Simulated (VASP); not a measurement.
# BN in VASP: notebook, part 2 of 2

VASP 6.6.1. Earlier steps stand in the parts before.

### 3 Single point, PBE+D3(BJ) (8.78 Å³/atom)

This run uses another cell than the first one, of 8.78 Å³/atom.

INCAR

```
SYSTEM = BN
PREC = Accurate
ENCUT = 520
EDIFF = 1E-6
ISMEAR = 0
SIGMA = 0.01
LREAL = .False.
LASPH = .True.
NELM = 80
ALGO = Normal
ISIF = 2
LWAVE = .False.
LCHARG = .True.
GGA = PE
IVDW = 12
LELF = .True.
LVHAR = .True.
NBANDS = 11
```

KPOINTS

```
regular mesh
0
Gamma
  12 12 12
  0 0 0
```

POSCAR

```
BN
1.0
    2.4934044706      0.0022475923     -0.2361303771
   -1.2374557323      2.1646665881      0.2361150861
   -0.9434091927     -0.9006070797      3.2903182576
B N
1 1
Direct
    0.9911101992      0.9914591835     -0.0060446172
    0.6570388008      0.3244248165      0.9928496172
```

Potentials or basis: VASP PAW PBE potentials, release 64 (B, N).

On the command line:

```
> cat potpaw_PBE.64/B/POTCAR potpaw_PBE.64/N/POTCAR > POTCAR
> mpirun -np 1 vasp_std > vasp.out
```

OUTCAR:

```text
SYSTEM = BN
   PREC = Accurate
   ENCUT = 520
   EDIFF = 1E-6
   ISMEAR = 0
   LREAL = .False.
   LASPH = .True.
   NELM = 80
   ISIF = 2
   GGA = PE
   IVDW = 12
 IVDW          = 12

 ion  position               nearest neighbor table
   1  0.991  0.991  0.994-   2 1.45   2 1.45   2 1.45
   2  0.657  0.324  0.993-   1 1.45   1 1.45   1 1.45

  LATTYP: Found a base centered monoclinic cell.
 ALAT       =     4.3380167755
 B/A-ratio  =     0.5773561498
 C/A-ratio  =     0.8162363959
 COS(beta)  =    -0.4090504467

  Lattice vectors:

 A1 = (  -1.2374557323,   2.1646665881,   0.2361150861)
 A2 = (  -2.4934044706,  -0.0022475923,   0.2361303771)
 A3 = (   1.5499952779,  -0.8983594874,   3.0541878805)

Analysis of symmetry for initial positions (statically):
=====================================================================
 Subroutine PRICEL returns:
 Original cell was already a primitive cell.

 Routine SETGRP: Setting up the symmetry group for a
 base centered monoclinic supercell.

 Subroutine GETGRP returns: Found  2 space group operations
 (whereof  1 operations were pure point group operations)
 out of a pool of  4 trial point group operations.

[... 177 lines left out ...]
      5       7.9072      0.00000
      6      14.1420      0.00000
      7      14.1426      0.00000
      8      15.6526      0.00000
      9      17.3962      0.00000
     10      28.4419      0.00000
     11      31.3230      0.00000
[... 309 lines left out ...]
 k-point    24 :       0.3333    0.1667   -0.0000
  band No.  band energies     occupation
      1     -12.1430      2.00000
      2      -5.4908      2.00000
      3      -2.8478      2.00000
      4       1.2365      2.00000
      5       7.5527      0.00000
      6      14.1641      0.00000
      7      16.0740      0.00000
      8      19.4328      0.00000
      9      21.0994      0.00000
     10      24.0688      0.00000
     11      26.6147      0.00000

 [... further k-points ...]

------------------------ aborting loop because EDIFF is reached ----------------------------------------

 Edisp (eV)   -0.29178

 E8    (eV) :    -0.0858

  FORCE on cell =-STRESS in cart. coord.  units (eV):
  Direction    XX          YY          ZZ          XY          YZ          ZX
  --------------------------------------------------------------------------------------
  -------------------------------------------------------------------------------------
  Total       0.08883     0.08904     0.05600     0.00019     0.00209    -0.00360
  in kB       8.10798     8.12749     5.11122     0.01703     0.19060    -0.32861
  external pressure =        7.12 kB  Pullay stress =        0.00 kB

 VOLUME and BASIS-vectors are now :
 -----------------------------------------------------------------------------
  energy-cutoff  :      520.00
  volume of cell :       17.55
      direct lattice vectors                 reciprocal lattice vectors
     2.493404471  0.002247592 -0.236130377     0.417891434  0.219276118  0.179837997
    -1.237455732  2.164666588  0.236115086     0.011694289  0.454708606  0.127813256
    -0.943409193 -0.900607080  3.290318258     0.029150877 -0.016893749  0.307656128

 POSITION                                       TOTAL-FORCE (eV/Angst)
 -----------------------------------------------------------------------------------
      0.30665      1.25324      3.27050         0.000100     -0.000058      0.001048
      0.30014     -0.19042      3.18825        -0.000100      0.000058     -0.001048
 -----------------------------------------------------------------------------------
    total drift:                               -0.000063      0.000041      0.000073

  FREE ENERGIE OF THE ION-ELECTRON SYSTEM (eV)
  ---------------------------------------------------
  free  energy   TOTEN  =       -17.8587854423 eV

  energy  without entropy=      -17.8587854423  energy(sigma->0) =      -17.85878544
```

OSZICAR:

```text
N       E                     dE             d eps       ncg     rms          rms(c)
DAV:   1     0.138086606889E+02    0.13809E+02   -0.46588E+03 10656   0.686E+02
DAV:   2    -0.185399666850E+02   -0.32349E+02   -0.30934E+02 12358   0.163E+02
DAV:   3    -0.193207948115E+02   -0.78083E+00   -0.77962E+00 12732   0.231E+01
DAV:   4    -0.193230272047E+02   -0.22324E-02   -0.22323E-02 11456   0.137E+00
DAV:   5    -0.193230358627E+02   -0.86581E-05   -0.86580E-05 12910   0.765E-02    0.795E+00
DAV:   6    -0.177497737311E+02    0.15733E+01   -0.51835E+00 11907   0.127E+01    0.363E+00
DAV:   7    -0.176027700531E+02    0.14700E+00   -0.23563E-01 12569   0.366E+00    0.222E+00
DAV:   8    -0.175663757302E+02    0.36394E-01   -0.10925E-01 12719   0.205E+00    0.257E-01
DAV:   9    -0.175666439576E+02   -0.26823E-03   -0.25421E-03 11561   0.414E-01    0.138E-01
DAV:  10    -0.175669830633E+02   -0.33911E-03   -0.47660E-04 11846   0.160E-01    0.238E-02
DAV:  11    -0.175670044880E+02   -0.21425E-04   -0.45499E-05 12524   0.462E-02    0.202E-02
DAV:  12    -0.175670038878E+02    0.60019E-06   -0.86205E-06 11642   0.195E-02
   1 F= -.17858785E+02 E0= -.17858785E+02  d E =-.918674E-39
```

stdout:

```text
POSCAR found type information on POSCAR B N
 POSCAR found :  2 types and       2 ions
 scaLAPACK will be used
 LDA part: xc-table for (Slater+PW92), standard interpolation
 POSCAR, INCAR and KPOINTS ok, starting setup
 FFT: planning ... GRIDC
 FFT: planning ... GRID_SOFT
 FFT: planning ... GRID
 WAVECAR not read
 entering main loop
```

It took 42 s on 1 thread of AMD EPYC 9R45 (Zen 5), shared host; peak memory 0.18 GiB.

Results:

| Quantity | Value |
| --- | --- |
| Free energy | -17.8588 eV |
| Pressure | 0.7 GPa |
| Band gap on the k mesh | 4.18 eV (least direct gap 4.70 eV) |
| Dispersion energy per atom | -0.146 eV |

Stress tensor (GPa, compression positive):
```
 0.81  0.00 -0.03
 0.00  0.81  0.02
-0.03  0.02  0.51
```

A k mesh can miss the band edges.

### 4 Single point, PBE+D3(BJ) (9.13 Å³/atom)

This run uses another cell than the first one, of 9.13 Å³/atom.

INCAR

```
PREC = Accurate ; ENCUT = 520
EDIFF = 1E-6 ; ISMEAR = 0
SIGMA = 0.01 ; LREAL = False
LASPH = True ; NELM = 100
ALGO = Normal ; ISIF = 2
LWAVE = False ; LCHARG = False
GGA = PE ; IVDW = 12
NBANDS = 11
```

KPOINTS

```
Automatic mesh
0
Gamma
  12 12 12
```

POSCAR

```
BN
1.0
    2.4962593862      0.0022361069     -0.2361958371
   -1.2388848032      2.1671381125      0.2361805288
   -0.9329202644     -0.9083288476      3.4138234727
B N
1 1
Direct
    0.9909788308      0.9913936691     -0.0062415001
    0.6571701692      0.3244903309      0.9930465001
```

Potentials or basis: VASP PAW PBE potentials, release 64 (B, N).

On the command line:

```
> cat potpaw_PBE.64/B/POTCAR potpaw_PBE.64/N/POTCAR > POTCAR
> mpirun -np 1 vasp_std > vasp.out
```

OUTCAR:

```text
PREC = Accurate
   ENCUT = 520
   EDIFF = 1E-6
   ISMEAR = 0
   LREAL = False
   LASPH = True
   NELM = 100
   ISIF = 2
   GGA = PE
   IVDW = 12
 IVDW          = 12

 ion  position               nearest neighbor table
   1  0.991  0.991  0.994-   2 1.45   2 1.45   2 1.45
   2  0.657  0.324  0.993-   1 1.45   1 1.45   1 1.45

  LATTYP: Found a base centered monoclinic cell.
 ALAT       =     4.3429531704
 B/A-ratio  =     0.5773546128
 C/A-ratio  =     0.8416979816
 COS(beta)  =    -0.3968300165

  Lattice vectors:

 A1 = (  -1.2388848032,   2.1671381125,   0.2361805288)
 A2 = (  -2.4962593862,  -0.0022361069,   0.2361958371)
 A3 = (   1.5633391218,  -0.9060927407,   3.1776276356)

Analysis of symmetry for initial positions (statically):
=====================================================================
 Subroutine PRICEL returns:
 Original cell was already a primitive cell.

 Routine SETGRP: Setting up the symmetry group for a
 base centered monoclinic supercell.

 Subroutine GETGRP returns: Found  2 space group operations
 (whereof  1 operations were pure point group operations)
 out of a pool of  4 trial point group operations.

The static configuration has the point symmetry C_1 .
 The point group associated with its full space group is C_1h.

Analysis of symmetry for dynamics (positions and initial velocities):
=====================================================================
 Subroutine PRICEL returns:
 Original cell was already a primitive cell.

 Routine SETGRP: Setting up the symmetry group for a
 base centered monoclinic supercell.

 Subroutine GETGRP returns: Found  2 space group operations
 (whereof  1 operations were pure point group operations)
 out of a pool of  4 trial point group operations.

The dynamic configuration has the point symmetry C_1 .
 The point group associated with its full space group is C_1h.

 Subroutine INISYM returns: Found  2 space group operations
 (whereof  1 operations are pure point group operations),
 and found     1 'primitive' translations

----------------------------------------------------------------------------------------

                                     Primitive cell
[... 122 lines left out ...]
 non-spin polarized calculation
 Gauss-broadening in eV      SIGMA  =   0.01
  energy-cutoff  :      520.00
  volume of cell :       18.27
 maximum number of plane-waves:       517
   NGX =  9   NGY =  9   NGZ = 13

 number of electron       8.0000001 magnetization

 Free energy of the ion-electron system (eV)
  ---------------------------------------------------
  ext. energy  EPLUGINS =         0.00000000
  ---------------------------------------------------
  free energy    TOTEN  =       -17.58109121 eV

  energy without entropy =      -17.58109121  energy(sigma->0) =      -17.58109121

 E-fermi :   2.2906     XC(G=0): -10.0006

 val. band max:        2.1482852368   @ k =   0.3333   0.3333  -0.0000
 cond. band min:       6.4043805109   @ k =   0.5000   0.5000   0.5000
 fundamental gap:      4.2560952741
 Fermi energy:         2.2905657343

 k-point     1 :       0.0000    0.0000    0.0000
  band No.  band energies     occupation
      1     -15.5961      2.00000
      2      -1.9670      2.00000
      3       0.8562      2.00000
      4       0.8562      2.00000
      5       7.3486      0.00000
      6      13.7802      0.00000
      7      13.7807      0.00000
      8      15.2301      0.00000
      9      16.8134      0.00000
     10      27.9770      0.00000
     11      30.1596      0.00000
[... 309 lines left out ...]
 k-point    24 :       0.3333    0.1667    0.0000
  band No.  band energies     occupation
      1     -12.4601      2.00000
      2      -5.8156      2.00000
      3      -3.1506      2.00000
      4       0.9558      2.00000
      5       7.2822      0.00000
      6      13.7752      0.00000
      7      15.5348      0.00000
      8      18.7440      0.00000
      9      20.4471      0.00000
     10      23.3714      0.00000
     11      25.7675      0.00000

 [... further k-points ...]

------------------------ aborting loop because EDIFF is reached ----------------------------------------

 Edisp (eV)   -0.27804

 E8    (eV) :    -0.0814

  FORCE on cell =-STRESS in cart. coord.  units (eV):
  Direction    XX          YY          ZZ          XY          YZ          ZX
  --------------------------------------------------------------------------------------
  -------------------------------------------------------------------------------------
  Total      -0.03681    -0.03657    -0.06999     0.00022     0.00206    -0.00355
  in kB      -3.22860    -3.20699    -6.13806     0.01886     0.18068    -0.31151
  external pressure =       -4.19 kB  Pullay stress =        0.00 kB

 VOLUME and BASIS-vectors are now :
 -----------------------------------------------------------------------------
  energy-cutoff  :      520.00
  volume of cell :       18.27
      direct lattice vectors                 reciprocal lattice vectors
     2.496259386  0.002236107 -0.236195837     0.416702333  0.219441953  0.172263010
    -1.238884803  2.167138112  0.236180529     0.011325701  0.454398896  0.123998679
    -0.932920264 -0.908328848  3.413823473     0.028047275 -0.016254178  0.296266559

 POSITION                                       TOTAL-FORCE (eV/Angst)
 -----------------------------------------------------------------------------------
      0.31842      1.24804      3.39260         0.000037     -0.000022     -0.000148
      0.31203     -0.19733      3.31150        -0.000037      0.000022      0.000148
 -----------------------------------------------------------------------------------
    total drift:                               -0.000148      0.000092     -0.000117

  FREE ENERGIE OF THE ION-ELECTRON SYSTEM (eV)
  ---------------------------------------------------
  free  energy   TOTEN  =       -17.8591298645 eV

  energy  without entropy=      -17.8591298645  energy(sigma->0) =      -17.85912986
```

stdout:

```text
POSCAR found type information on POSCAR B N
 POSCAR found :  2 types and       2 ions
 scaLAPACK will be used
 LDA part: xc-table for (Slater+PW92), standard interpolation
 POSCAR, INCAR and KPOINTS ok, starting setup
 FFT: planning ... GRIDC
 FFT: planning ... GRID_SOFT
 FFT: planning ... GRID
 WAVECAR not read
 entering main loop
```

Wall time 47 s (1 thread of AMD EPYC 9R45 (Zen 5), shared host); peak memory 0.18 GiB.

What came out:

| Item | Value |
| --- | --- |
| Free energy | -17.8591 eV |
| Pressure | -0.4 GPa |
| Band gap on the k mesh | 4.26 eV (least direct gap 4.68 eV) |
| Dispersion energy per atom | -0.139 eV |

Stress tensor (GPa, compression positive):
```
-0.32  0.00 -0.03
 0.00 -0.32  0.02
-0.03  0.02 -0.61
```

Levels at points of the mesh, in eV from the valence-band top:
```csv
k point,band 1,band 2,band 3,band 4,band 5,band 6,band 7,band 8
"(0.00, 0.00, 0.00)",-17.74,-4.12,-1.29,-1.29,5.20,11.63,11.63,13.08
"(0.50, 0.00, 0.00)",-14.50,-8.78,-4.12,-1.17,4.26,9.85,14.26,17.60
"(0.00, 0.50, 0.00)",-14.57,-8.90,-4.06,-0.58,5.28,9.87,13.08,15.05
"(0.50, 0.50, 0.00)",-14.57,-8.90,-4.06,-0.58,5.29,9.87,13.08,15.04
"(0.00, 0.00, 0.50)",-17.47,-6.12,-1.31,-1.31,10.15,11.56,11.56,12.18
"(0.50, 0.50, 0.50)",-14.50,-8.78,-4.12,-1.17,4.26,9.85,14.27,17.62
```

A k mesh can miss the band edges.

### 5 Single point, PBE+D3(BJ)

This run uses another cell than the first one, of 9.13 Å³/atom.

INCAR

```
SYSTEM = BN
  PREC = Accurate
  ENCUT = 520
  EDIFF = 1E-7
  ISMEAR = 0
  SIGMA = 0.01
  LREAL = .False.
  LASPH = .True.
  NELM = 60
  ALGO = Normal
  ISIF = 2
  LWAVE = .False.
  LCHARG = .False.
  GGA = PE
  IVDW = 12
  NBANDS = 11
```

KPOINTS

```
regular mesh
0
Gamma
  12 12 12
  0 0 0
```

POSCAR is that of step 4.

Potentials or basis: VASP PAW PBE potentials, release 64 (B, N).

On the command line:

```
> cat potpaw_PBE.64/B/POTCAR potpaw_PBE.64/N/POTCAR > POTCAR
> mpirun -np 1 vasp_std > vasp.out
```

OUTCAR:

```text
SYSTEM = BN
   PREC = Accurate
   ENCUT = 520
   EDIFF = 1E-7
   ISMEAR = 0
   LREAL = .False.
   LASPH = .True.
   NELM = 60
   ISIF = 2
   GGA = PE
   IVDW = 12
 IVDW          = 12

 ion  position               nearest neighbor table
   1  0.991  0.991  0.994-   2 1.45   2 1.45   2 1.45
   2  0.657  0.324  0.993-   1 1.45   1 1.45   1 1.45

  LATTYP: Found a base centered monoclinic cell.
 ALAT       =     4.3429531704
 B/A-ratio  =     0.5773546128
 C/A-ratio  =     0.8416979816
 COS(beta)  =    -0.3968300165

  Lattice vectors:

 A1 = (  -1.2388848032,   2.1671381125,   0.2361805288)
[... 525 lines left out ...]

 Edisp (eV)   -0.27804

 E8    (eV) :    -0.0814

  FORCE on cell =-STRESS in cart. coord.  units (eV):
  Direction    XX          YY          ZZ          XY          YZ          ZX
  --------------------------------------------------------------------------------------
  -------------------------------------------------------------------------------------
  Total      -0.03705    -0.03680    -0.07048     0.00022     0.00207    -0.00358
  in kB      -3.24929    -3.22759    -6.18136     0.01893     0.18193    -0.31366
  external pressure =       -4.22 kB  Pullay stress =        0.00 kB

 VOLUME and BASIS-vectors are now :
 -----------------------------------------------------------------------------
  energy-cutoff  :      520.00
  volume of cell :       18.27
      direct lattice vectors                 reciprocal lattice vectors
     2.496259386  0.002236107 -0.236195837     0.416702333  0.219441953  0.172263010
    -1.238884803  2.167138112  0.236180529     0.011325701  0.454398896  0.123998679
    -0.932920264 -0.908328848  3.413823473     0.028047275 -0.016254178  0.296266559

 POSITION                                       TOTAL-FORCE (eV/Angst)
 -----------------------------------------------------------------------------------
      0.31842      1.24804      3.39260         0.000039     -0.000023     -0.000133
      0.31203     -0.19733      3.31150        -0.000039      0.000023      0.000133
 -----------------------------------------------------------------------------------
    total drift:                               -0.000149      0.000092     -0.000124

  FREE ENERGIE OF THE ION-ELECTRON SYSTEM (eV)
  ---------------------------------------------------
  free  energy   TOTEN  =       -17.8591299144 eV

  energy  without entropy=      -17.8591299144  energy(sigma->0) =      -17.85912991
```

OSZICAR:

```text
N       E                     dE             d eps       ncg     rms          rms(c)
DAV:   1     0.133365459019E+02    0.13337E+02   -0.46273E+03 10683   0.684E+02
DAV:   2    -0.185776957164E+02   -0.31914E+02   -0.30489E+02 12595   0.160E+02
DAV:   3    -0.193505552506E+02   -0.77286E+00   -0.77173E+00 12762   0.230E+01
DAV:   4    -0.193528697013E+02   -0.23145E-02   -0.23144E-02 11530   0.140E+00
DAV:   5    -0.193528798019E+02   -0.10101E-04   -0.10101E-04 12734   0.817E-02    0.794E+00
DAV:   6    -0.177679269014E+02    0.15850E+01   -0.52243E+00 11847   0.127E+01    0.362E+00
DAV:   7    -0.176183297751E+02    0.14960E+00   -0.23829E-01 12404   0.367E+00    0.222E+00
DAV:   8    -0.175803273063E+02    0.38002E-01   -0.11504E-01 12761   0.208E+00    0.255E-01
DAV:   9    -0.175806634330E+02   -0.33613E-03   -0.27398E-03 11486   0.422E-01    0.139E-01
DAV:  10    -0.175810654935E+02   -0.40206E-03   -0.53581E-04 11830   0.168E-01    0.243E-02
DAV:  11    -0.175810913969E+02   -0.25903E-04   -0.54690E-05 12663   0.502E-02    0.214E-02
DAV:  12    -0.175810909317E+02    0.46521E-06   -0.10331E-05 11705   0.213E-02    0.189E-03
DAV:  13    -0.175810912126E+02   -0.28094E-06   -0.40260E-07 12684   0.556E-03    0.628E-04
DAV:  14    -0.175810912607E+02   -0.48070E-07   -0.21433E-08 11324   0.991E-04
   1 F= -.17859130E+02 E0= -.17859130E+02  d E =-.191522E-92
```

stdout:

```text
POSCAR found type information on POSCAR B N
 POSCAR found :  2 types and       2 ions
 scaLAPACK will be used
 LDA part: xc-table for (Slater+PW92), standard interpolation
 POSCAR, INCAR and KPOINTS ok, starting setup
 FFT: planning ... GRIDC
 FFT: planning ... GRID_SOFT
 FFT: planning ... GRID
 WAVECAR not read
 entering main loop
```

Wall time 49 s (1 thread of AMD EPYC 9R45 (Zen 5), shared host); peak memory 0.18 GiB.

Results:

```yaml
Free_energy: -17.8591 eV
Pressure: -0.4 GPa
Band_gap_on_the_k_mesh: 4.26 eV (least direct gap 4.68 eV)
Dispersion_energy_per_atom: -0.139 eV
```

Stress tensor (GPa, compression positive):
```
-0.32  0.00 -0.03
 0.00 -0.32  0.02
-0.03  0.02 -0.62
```

A k mesh can miss the band edges.

### 6 Summary

| cell | gap on the mesh (eV) | pressure (GPa) |
| --- | --- | --- |
| a = 2.474, b = 2.474, c = 3.041 Å, angles 90.0, 114.0, 120.0°, 2 atoms, atomic positions A | 3.62 | 18.1 |
| a = 2.505, b = 2.505, c = 3.539 Å, angles 90.0, 110.7, 120.0°, 2 atoms, atomic positions B | 4.18 | 0.7 |
| a = 2.507, b = 2.507, c = 3.654 Å, angles 90.0, 110.0, 120.0°, 2 atoms, atomic positions C | 4.26 | -0.4 |

Alike in all rows: task single point; level PBE+D3(BJ); potentials or basis VASP PAW PBE potentials, release 64 (B, N); no spin polarisation; k mesh 12 × 12 × 12; cutoff (eV) 520; smearing gaussian 0.01 eV.

Caveats: the cell stands under pressure (at least some runs).

Total energies depend on the potentials used, so only differences within one code and one set of settings carry meaning.
